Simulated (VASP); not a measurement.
## HfB: single point with PBE

HfB:

```xyz
2
Lattice="0.0000 2.5095 1.9574 2.5095 0.0000 1.9574 2.5095 2.5095 0.0000" Properties=species:S:1:pos:R:3 pbc="T T T"
Hf    2.5095    2.5095    1.9574
B     0.0000    0.0000    0.0000
```

This cell differs from its parent crystal: ratio of the length along z to the lengths across it x 0.78, volume and fractional coordinates fixed.

```json
{
 "Program": "VASP 6.6.1",
 "Task": "single point",
 "Functional": "PBE",
 "Potentials or basis": "VASP PAW PBE potentials, release 64 (Hf_pv, B)",
 "Cutoff": "520 eV",
 "k mesh": "20 × 20 × 20",
 "Occupations": "gaussian, width 0.15 eV",
 "Spin": "no spin polarisation"
}
```

```json
{
  "Pressure": "45.3 GPa"
}
```

Stress tensor (GPa, compression positive):
```
  3.54   0.00   0.00
  0.00   3.54   0.00
  0.00   0.00 128.69
```

Levels at points of the mesh, in eV from the Fermi level:
| k point | band 5 | band 6 | band 7 | band 8 | band 9 | band 10 |
| --- | --- | --- | --- | --- | --- | --- |
| (0.00, 0.00, 0.00) | 0.97 | 0.97 | 1.98 | 2.66 | 2.79 | 2.79 |
| (0.50, 0.00, 0.00) | -3.99 | -2.80 | -2.21 | 4.78 | 7.27 | 7.59 |
| (0.50, 0.50, 0.00) | -2.04 | 0.65 | 0.65 | 1.59 | 6.27 | 6.52 |
| (0.50, 0.00, 0.50) | -2.28 | -1.23 | 1.93 | 3.81 | 4.25 | 5.87 |

It took 79 s on 1 thread of Intel(R) Xeon(R) 6975P-C (Granite Rapids), with other jobs on the host, peak memory 0.34 GiB.

Caveat: spin-orbit coupling is left out, which moves the levels of the heavy elements.
